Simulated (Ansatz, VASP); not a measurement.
# TiC: VASP beside Ansatz

```
CELL_PARAMETERS angstrom
0.00000 2.13054 2.13054
2.13054 0.00000 2.13054
2.13054 2.13054 0.00000
ATOMIC_POSITIONS crystal
Ti 0.00000 0.00000 0.00000
C 0.50000 0.50000 0.50000
```

Alike in both runs: functional LDA; k mesh 8 × 8 × 8; occupations gaussian, width 0.1 eV; no spin polarisation.

Ansatz relaxed the structure, and its values are those at the end. VASP's run is a single point on that final structure, the one shown.

```csv
,VASP,Ansatz
version,VASP 6.6.1,Ansatz 0.2.0
potentials or method,"VASP PAW LDA potentials, release 64 (Ti_sv, C), cutoff 600 eV","scalar-relativistic, plane waves, PAW"
valence electrons in the cell,16,16
```

Ansatz gave:

```
gap on the k mesh at the Fermi level (eV) : none
pressure (GPa)                            : -0.1
```

Problem. Which values does VASP return?

Solution. gap on the k mesh at the Fermi level (eV): none; pressure (GPa): 0.6.

LDA's correlation is that of Perdew and Zunger in VASP and of Perdew and Wang (1992) in Ansatz. A gap of «none» marks a metal or a gap that the smearing closes.
